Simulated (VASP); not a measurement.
# HfS2 (P-3m1) in VASP: settings compared

Aim: see how the results for HfS2 move with the level of theory and the settings. Levels: r2SCAN, HSE06. Tasks: single point.

Program: VASP 6.6.1. These are calculated values, not measurements. Logs are shortened: lines on timing, memory, paths and dates and some standing lists are left out, and cuts for length are marked.

### 1 The cell of the first run

It takes space group P-3m1 (No. 164, trigonal). Conventional cell: a = 3.521 Å, b = 3.521 Å, c = 5.950 Å, α = 90.00°, β = 90.00°, γ = 120.00°. Within 3.3 Å of Hf (site symmetry -3m) lie 6 S at 2.52 Å. Within 3.3 Å of S (site symmetry 3m) lie 3 Hf at 2.52 Å.

### 2 Single point, r2SCAN, non-collinear spin, zero start, spin-orbit coupling (epitaxial xy strain -3.0%)

The input, POSCAR:

```
HfS2
1.0
    3.5213870797      0.0000000000      0.0000000000
   -1.7606935398      3.0496106676      0.0000000000
    0.0000000000      0.0000000000      5.9501995588
Hf S
1 2
Direct
    0.0000000000      0.0000000000      0.0000000000
    0.3333333333      0.6666666667      0.2496609635
    0.6666666667      0.3333333333      0.7503390365
```

The input, INCAR.step1:

```
SYSTEM = HfS2
PREC     = Accurate       ! precision mode
ENCUT    = 550            ! plane-wave cutoff, eV
ISMEAR   = -1             ! smearing method
SIGMA    = 0.02           ! smearing width, eV
LREAL    = .False.        ! projectors in reciprocal space
LASPH    = .True.         ! aspherical terms in the spheres
NELM     = 200            ! most SCF steps
MAGMOM   = 0 0 0 0 0 0 0 0 0 ! initial moments
LSORBIT  = .True.         ! spin-orbit coupling
GGA_COMPAT= .False.      
LMAXMIX  = 4              ! l up to which the mixer works
NBANDS   = 35             ! bands
GGA      = PE             ! functional
ALGO     = Normal         ! electronic algorithm
EDIFF    = 1E-5           ! SCF threshold, eV
LWAVE    = .True.         ! write WAVECAR
LCHARG   = .False.        ! write CHGCAR
```

The input, INCAR.step2:

```
SYSTEM = HfS2
PREC     = Accurate       ! precision mode
ENCUT    = 550            ! plane-wave cutoff, eV
EDIFF    = 1E-6           ! SCF threshold, eV
ISMEAR   = -1             ! smearing method
SIGMA    = 0.02           ! smearing width, eV
LREAL    = .False.        ! projectors in reciprocal space
LASPH    = .True.         ! aspherical terms in the spheres
NELM     = 200            ! most SCF steps
ALGO     = Normal         ! electronic algorithm
ISIF     = 2              ! what is computed and relaxed
LWAVE    = .False.        ! write WAVECAR
LCHARG   = .False.        ! write CHGCAR
MAGMOM   = 0 0 0 0 0 0 0 0 0 ! initial moments
LORBIT   = 11             ! projections on sites
LSORBIT  = .True.         ! spin-orbit coupling
GGA_COMPAT= .False.      
LORBMOM  = .True.       
LMAXMIX  = 4              ! l up to which the mixer works
METAGGA  = R2SCAN         ! meta-GGA
LMIXTAU  = .True.       
NBANDS   = 35             ! bands
ISTART   = 1
```

The input, KPOINTS:

```
Automatic mesh
0
Gamma
  12 12 4
  0 0 0
```

Potentials or basis: VASP PAW PBE potentials, release 64 (Hf_pv, S).

Launch:

```sh
$ cat potpaw_PBE.64/Hf_pv/POTCAR potpaw_PBE.64/S/POTCAR > POTCAR
$ cp INCAR.step1 INCAR
$ mpirun -np 1 vasp_ncl > vasp.out
$ cp INCAR.step2 INCAR
$ mpirun -np 1 vasp_ncl > vasp.out
```

OUTCAR:

```text
SYSTEM = HfS2
   PREC = Accurate
   ENCUT = 550
   EDIFF = 1E-6
   ISMEAR = -1
   LREAL = .False.
   LASPH = .True.
   NELM = 200
   ISIF = 2
   LORBIT = 11
   LSORBIT = .True.
   METAGGA = R2SCAN
   ISTART = 1

 ion  position               nearest neighbor table
   1  0.000  0.000  0.000-   2 2.52   3 2.52   2 2.52   3 2.52   3 2.52   2 2.52
   2  0.333  0.667  0.250-   1 2.52   1 2.52   1 2.52
   3  0.667  0.333  0.750-   1 2.52   1 2.52   1 2.52

  LATTYP: Found a hexagonal cell.
 ALAT       =     3.5213870797
 C/A-ratio  =     1.6897317518

  Lattice vectors:

 A1 = (   3.5213870797,   0.0000000000,   0.0000000000)
 A2 = (  -1.7606935398,   3.0496106676,   0.0000000000)
 A3 = (   0.0000000000,   0.0000000000,   5.9501995588)

Analysis of symmetry for initial positions (statically):
=====================================================================
 Subroutine PRICEL returns:
 Original cell was already a primitive cell.

 Routine SETGRP: Setting up the symmetry group for a
 hexagonal supercell.

 Subroutine GETGRP returns: Found 12 space group operations
 (whereof 12 operations were pure point group operations)
 out of a pool of 24 trial point group operations.

The static configuration has the point symmetry D_3d.

Analysis of symmetry for dynamics (positions and initial velocities):
=====================================================================
 Subroutine PRICEL returns:
 Original cell was already a primitive cell.

 Routine SETGRP: Setting up the symmetry group for a
 hexagonal supercell.

 Subroutine GETGRP returns: Found 12 space group operations
 (whereof 12 operations were pure point group operations)
 out of a pool of 24 trial point group operations.

The dynamic configuration has the point symmetry D_3d.

Analysis of structural, dynamic, and magnetic symmetry:
=====================================================================
 Subroutine PRICEL returns:
 Original cell was already a primitive cell.

 Routine SETGRP: Setting up the symmetry group for a
 hexagonal supercell.

 Subroutine GETGRP returns: Found 12 space group operations
 (whereof 12 operations were pure point group operations)
 out of a pool of 24 trial point group operations.

The overall configuration has the point symmetry D_3d.

 Subroutine INISYM returns: Found 12 space group operations
 (whereof 12 operations are pure point group operations),
 and found     1 'primitive' translations

----------------------------------------------------------------------------------------

                                     Primitive cell

  volume of cell :      63.8984

  direct lattice vectors                    reciprocal lattice vectors
     3.521387080  0.000000000  0.000000000     0.283979005  0.163955355  0.000000000
    -1.760693540  3.049610668  0.000000000     0.000000000  0.327910710  0.000000000
     0.000000000  0.000000000  5.950199559     0.000000000  0.000000000  0.168061590

  length of vectors
     3.521387080  3.521387080  5.950199559     0.327910710  0.327910710  0.168061590

  position of ions in fractional coordinates (direct lattice)
     0.000000000  0.000000000  0.000000000
     0.333333333  0.666666667  0.249660963
     0.666666667  0.333333333  0.750339037

  ion indices of the primitive-cell ions
   primitive index   ion index
                 1           1
                 2           2
                 3           3

----------------------------------------------------------------------------------------

 KPOINTS: Automatic mesh

Automatic generation of k-mesh.
 Grid dimensions read from file:
 generate k-points for:   12   12    4

 Generating k-lattice:

  Cartesian coordinates                     Fractional coordinates (reciprocal lattice)
     0.023664917  0.013662946  0.000000000     0.083333333  0.000000000  0.000000000
     0.000000000  0.027325893  0.000000000     0.000000000  0.083333333  0.000000000
     0.000000000  0.000000000  0.042015398     0.000000000  0.000000000  0.250000000
[... 99 lines left out ...]

[... 41 lines left out ...]
      0.00000      0.00000      0.00000        -0.000000      0.000000     -0.000000
     -0.00000      2.03307      1.48553         0.000000      0.000000     -0.125694
      1.76069      1.01654      4.46467        -0.000000      0.000000      0.125694
 -----------------------------------------------------------------------------------
    total drift:                               -0.000000      0.000000      0.000000

  FREE ENERGIE OF THE ION-ELECTRON SYSTEM (eV)
  ---------------------------------------------------
  free  energy   TOTEN  =       -67.1733381773 eV

  energy  without entropy=      -67.1733381773  energy(sigma->0) =      -67.17333818

 orbital moment (x)

 # of ion     p       d       tot
 ----------------------------------------
  1         0.000  -0.000  -0.000
  2         0.000   0.000   0.000
  3         0.000   0.000   0.000
 ----------------------------------------
            0.000  -0.000   0.000

 orbital moment (y)

 # of ion     p       d       tot
 ----------------------------------------
  1        -0.000  -0.000  -0.000
  2        -0.000   0.000  -0.000
  3        -0.000   0.000  -0.000
 ----------------------------------------
           -0.000  -0.000  -0.000

 orbital moment (z)

 # of ion     p       d       tot
 ----------------------------------------
  1         0.000   0.000   0.000
  2         0.000   0.000   0.000
  3         0.000   0.000   0.000
 ----------------------------------------
            0.000   0.000   0.000

 Spin-Orbit-Coupling matrix elements

 Ion:    1  E_soc:     -1.2401473
 l=   1
     0.0000000    -0.2007047    -0.2012797
    -0.2007047     0.0000000    -0.2007047
    -0.2012797    -0.2007047     0.0000000
 l=   2
     0.0000000    -0.0012789     0.0000000    -0.0012789    -0.0043572
    -0.0012789     0.0000000    -0.0032101    -0.0014915    -0.0012789
     0.0000000    -0.0032101     0.0000000    -0.0032101     0.0000000
    -0.0012789    -0.0014915    -0.0032101     0.0000000    -0.0012789
    -0.0043572    -0.0012789     0.0000000    -0.0012789     0.0000000
 l=   3
     0.0000000     0.0000000     0.0000000     0.0000000     0.0000000     0.0000000     0.0000000
     0.0000000     0.0000000     0.0000000     0.0000000     0.0000000     0.0000000     0.0000000
     0.0000000     0.0000000     0.0000000     0.0000000     0.0000000     0.0000000     0.0000000
     0.0000000     0.0000000     0.0000000     0.0000000     0.0000000     0.0000000     0.0000000
[... 29 lines left out ...]
 l=   2
     0.0000000     0.0000000     0.0000000     0.0000000     0.0000000
     0.0000000     0.0000000     0.0000000     0.0000000     0.0000000
     0.0000000     0.0000000     0.0000000     0.0000000     0.0000000
     0.0000000     0.0000000     0.0000000     0.0000000     0.0000000
     0.0000000     0.0000000     0.0000000     0.0000000     0.0000000
 l=   3
     0.0000000     0.0000000     0.0000000     0.0000000     0.0000000     0.0000000     0.0000000
     0.0000000     0.0000000     0.0000000     0.0000000     0.0000000     0.0000000     0.0000000
     0.0000000     0.0000000     0.0000000     0.0000000     0.0000000     0.0000000     0.0000000
     0.0000000     0.0000000     0.0000000     0.0000000     0.0000000     0.0000000     0.0000000
     0.0000000     0.0000000     0.0000000     0.0000000     0.0000000     0.0000000     0.0000000
     0.0000000     0.0000000     0.0000000     0.0000000     0.0000000     0.0000000     0.0000000
     0.0000000     0.0000000     0.0000000     0.0000000     0.0000000     0.0000000     0.0000000

 total charge

# of ion       s       p       d       tot
------------------------------------------
    1        0.324   6.628   1.472   8.424
    2        1.336   2.464   0.000   3.800
    3        1.336   2.464   0.000   3.800
--------------------------------------------------
tot          2.995  11.556   1.472  16.023

 magnetization (x)

# of ion       s       p       d       tot
------------------------------------------
    1        0.000  -0.000  -0.000  -0.000
    2       -0.000   0.000   0.000  -0.000
    3       -0.000   0.000   0.000  -0.000
--------------------------------------------------
tot         -0.000  -0.000  -0.000  -0.000

 magnetization (y)

# of ion       s       p       d       tot
------------------------------------------
    1        0.000   0.000   0.000   0.000
    2        0.000   0.000   0.000   0.000
    3        0.000   0.000   0.000   0.000
--------------------------------------------------
tot          0.000   0.000   0.000   0.000

 magnetization (z)

# of ion       s       p       d       tot
------------------------------------------
    1        0.000  -0.000   0.000  -0.000
    2        0.000   0.000   0.000   0.000
    3        0.000   0.000   0.000   0.000
--------------------------------------------------
tot          0.000  -0.000   0.000  -0.000
```

It took 13 min on 1 thread of Intel Xeon 6975P-C (Granite Rapids), shared host; peak memory 0.54 GiB.

What came out:

```
Free energy                                           : -67.1733 eV
Pressure                                              : 4.3 GPa
Largest force                                         : 0.126 eV/Å
Net moment                                            : 0.00 μB per cell
Valence electrons inside the program's atomic spheres : Hf 8.42; S 3.80
```

Forces on the atoms (eV/Å):
```
Hf   0.000  0.000  0.000
S    0.000  0.000 -0.126
S    0.000  0.000  0.126
```

Moments on the atoms (μB; x, y, z):
```
Hf  0.00 0.00 0.00
S   0.00 0.00 0.00
S   0.00 0.00 0.00
```

Caveat: the cell differs from its parent crystal (epitaxial xy strain -3.0%); the stress differs along the axes, from 0 to 6 GPa; the PAW data sets were made with another functional, which shifts forces and pressure a little.

### 3 Single point, HSE06 (epitaxial xy strain -2.0%)

The input, POSCAR:

```
HfS2
1.0
    3.5576900393      0.0000000000      0.0000000000
   -1.7788450196      3.0810499528      0.0000000000
    0.0000000000      0.0000000000      5.9354135096
Hf S
1 2
Direct
    0.0000000000      0.0000000000      0.0000000000
    0.3333333333      0.6666666667      0.2476920146
    0.6666666667      0.3333333333      0.7523079854
```

The input, INCAR.step1:

```
SYSTEM = HfS2
ALGO     = Normal         ! electronic algorithm
EDIFF    = 1E-5           ! SCF threshold, eV
ENCUT    = 400            ! plane-wave cutoff, eV
GGA      = PE             ! functional
GGA_COMPAT= .False.      
ISIF     = 2              ! what is computed and relaxed
ISMEAR   = 0              ! smearing method
LASPH    = .True.         ! aspherical terms in the spheres
LREAL    = .False.        ! projectors in reciprocal space
LWAVE    = .True.         ! write WAVECAR
NBANDS   = 18             ! bands
NELM     = 120            ! most SCF steps
PREC     = Accurate       ! precision mode
SIGMA    = 0.01           ! smearing width, eV
```

The input, INCAR.step2:

```
SYSTEM = HfS2
ALGO     = Normal         ! electronic algorithm
EDIFF    = 1E-6           ! SCF threshold, eV
ENCUT    = 400            ! plane-wave cutoff, eV
GGA      = PE             ! functional
GGA_COMPAT= .False.      
HFSCREEN = 0.2079         ! screening, 1/A
ISIF     = 2              ! what is computed and relaxed
ISMEAR   = 0              ! smearing method
ISTART   = 1            
LASPH    = .True.         ! aspherical terms in the spheres
LCHARG   = .True.         ! write CHGCAR
LELF     = .True.         ! ELF
LHFCALC  = .True.         ! exact exchange
LREAL    = .False.        ! projectors in reciprocal space
LVHAR    = .True.       
LWAVE    = .False.        ! write WAVECAR
NBANDS   = 18             ! bands
NELM     = 120            ! most SCF steps
PREC     = Accurate       ! precision mode
PRECFOCK = Normal       
SIGMA    = 0.01           ! smearing width, eV
```

The input, KPOINTS:

```
k-points
0
Gamma
  6 6 4
  0 0 0
```

Potentials or basis: VASP PAW PBE potentials, release 64 (Hf_pv, S).

Launch:

```sh
$ cat potpaw_PBE.64/Hf_pv/POTCAR potpaw_PBE.64/S/POTCAR > POTCAR
$ cp INCAR.step1 INCAR
$ mpirun -np 1 vasp_std > vasp.out
$ cp INCAR.step2 INCAR
$ mpirun -np 1 vasp_std > vasp.out
```

Run time: 81 min. Hardware: 1 thread of Intel Xeon 8259CL, shared host; peak memory 0.29 GiB.

The run converged. Its results:

```yaml
Free_energy: -26.9015 eV
Pressure: 2.4 GPa
Largest_force: 0.207 eV/Å
Band_gap_on_the_k_mesh: 1.64 eV (least direct gap 2.75 eV)
```

Forces on the atoms (eV/Å):
```
Hf   0.000  0.000  0.000
S    0.000  0.000 -0.207
S    0.000  0.000  0.207
```

Stress tensor (GPa, compression positive):
```
3.52 0.00 0.00
0.00 3.52 0.00
0.00 0.00 0.30
```

Levels at points of the mesh, in eV from the valence-band top:
| k point | band 9 | band 10 | band 11 | band 12 | band 13 | band 14 |
| --- | --- | --- | --- | --- | --- | --- |
| (0.00, 0.00, 0.00) | -0.11 | 0.00 | 0.00 | 2.91 | 2.91 | 3.39 |
| (0.50, 0.00, 0.00) | -2.78 | -2.29 | -1.42 | 1.84 | 5.39 | 5.54 |
| (0.00, 0.00, 0.50) | -2.17 | -0.14 | -0.14 | 2.86 | 2.86 | 3.85 |
| (0.50, 0.00, 0.50) | -2.82 | -1.14 | -1.12 | 1.64 | 5.36 | 5.59 |

Caveat: the cell differs from its parent crystal (epitaxial xy strain -2.0%); the PAW data sets were made with another functional, which shifts forces and pressure a little; spin-orbit coupling is left out, which moves the levels of the heavy elements; this functional lacks dispersion, which binds layers or chains, so the pressure and a relaxed spacing across them are unreliable. A k mesh can miss the band edges.

### 4 Single point, HSE06 (epitaxial xy strain +1.0%)

The input, POSCAR:

```
HfS2
1.0
    3.6665989181      0.0000000000      0.0000000000
   -1.8332994590      3.1753678085      0.0000000000
    0.0000000000      0.0000000000      5.8489663599
Hf S
1 2
Direct
    0.0000000000      0.0000000000      0.0000000000
    0.3333333333      0.6666666667      0.2430333028
    0.6666666667      0.3333333333      0.7569666972
```

The input, INCAR.step1:

```
SYSTEM = HfS2
PREC = Accurate
ENCUT = 400
EDIFF = 1E-5
ISMEAR = 0
SIGMA = 0.01
LREAL = .False.
LASPH = .True.
NELM = 120
ALGO = Normal
ISIF = 2
LWAVE = .True.
LCHARG = .False.
NBANDS = 18
GGA = PE
GGA_COMPAT = .False.
```

The input, INCAR.step2:

```
SYSTEM = HfS2
PREC = Accurate
ENCUT = 400
EDIFF = 1E-6
ISMEAR = 0
SIGMA = 0.01
LREAL = .False.
LASPH = .True.
NELM = 120
ALGO = Normal
ISIF = 2
LWAVE = .False.
LCHARG = .False.
GGA = PE
LHFCALC = .True.
HFSCREEN = 0.2079
PRECFOCK = Normal
NBANDS = 18
ISTART = 1
GGA_COMPAT = .False.
```

The input, KPOINTS:

```
regular mesh
0
Gamma
  6 6 4
  0 0 0
```

Launch:

```sh
$ cat potpaw_PBE.64/Hf_pv/POTCAR potpaw_PBE.64/S/POTCAR > POTCAR
$ cp INCAR.step1 INCAR
$ mpirun -np 1 vasp_std > vasp.out
$ cp INCAR.step2 INCAR
$ mpirun -np 1 vasp_std > vasp.out
```

Run time: 47 min. Hardware: 1 thread of Intel Xeon Platinum 8259CL at 2.50GHz (Skylake/Cascade Lake), shared host; peak memory 0.29 GiB.

It converged, with:

```
Free energy            : -26.9285 eV
Pressure               : -1.2 GPa
Largest force          : 0.196 eV/Å
Band gap on the k mesh : 1.89 eV (least direct gap 2.77 eV)
```

Forces on the atoms (eV/Å):
```
Hf   0.000  0.000  0.000
S    0.000  0.000 -0.196
S    0.000  0.000  0.196
```

Stress tensor (GPa, compression positive):
```
-1.96  0.00  0.00
 0.00 -1.96  0.00
 0.00  0.00  0.43
```

Levels at points of the mesh, in eV from the valence-band top:
```
           k point  band 8  band 9  band 10  band 11  band 12  band 13  band 14  band 15
(0.00, 0.00, 0.00)   -3.23   -0.22    -0.22     0.00     2.77     2.77     3.58     6.37
(0.50, 0.00, 0.00)   -2.83   -2.72    -2.19    -1.64     1.99     4.88     4.93     7.35
(0.00, 0.00, 0.50)   -3.19   -1.95    -0.36    -0.36     2.72     2.72     3.77     6.85
(0.50, 0.00, 0.50)   -3.01   -2.56    -1.37    -1.04     1.89     4.90     4.94     6.62
```

Caveat: the cell differs from its parent crystal (epitaxial xy strain +1.0%); the PAW data sets were made with another functional, which shifts forces and pressure a little; spin-orbit coupling is left out, which moves the levels of the heavy elements; this functional lacks dispersion, which binds layers or chains, so the pressure and a relaxed spacing across them are unreliable.

### 5 The runs side by side

```csv
level,spin,cell,k mesh,cutoff (eV),smearing,grid for exact exchange (PRECFOCK),share of exact exchange,screening parameter,gap on the mesh (eV),pressure (GPa),largest force (eV/Å)
r2SCAN,"non-collinear, zero start, SOC","a = 3.521, b = 3.521, c = 5.950 Å, angles 90.0, 90.0, 120.0°, 3 atoms, epitaxial xy strain -3.0%",12 × 12 × 4,550,fermi-dirac 0.02 eV,-,-,-,-,4.3,0.13
HSE06,off,"a = 3.558, b = 3.558, c = 5.935 Å, angles 90.0, 90.0, 120.0°, 3 atoms, epitaxial xy strain -2.0%",6 × 6 × 4,400,gaussian 0.01 eV,Normal,0.25,0.2079 1/Å,1.64,2.4,0.21
HSE06,off,"a = 3.667, b = 3.667, c = 5.849 Å, angles 90.0, 90.0, 120.0°, 3 atoms, epitaxial xy strain +1.0%",6 × 6 × 4,400,gaussian 0.01 eV,Normal,0.25,0.2079 1/Å,1.89,-1.2,0.20
```

Alike in all rows: task single point; potentials or basis VASP PAW PBE potentials, release 64 (Hf_pv, S).

Caveats: the PAW data sets were made with another functional, which shifts forces and pressure a little; spin-orbit coupling is left out, which moves the levels of the heavy elements (at least some runs); this functional lacks dispersion, which binds layers or chains, so the pressure and a relaxed spacing across them are unreliable (at least some runs); the stress differs along the axes, from 0 to 6 GPa (at least some runs).

Total energies depend on the potentials used, so only differences within one code and one set of settings carry meaning.
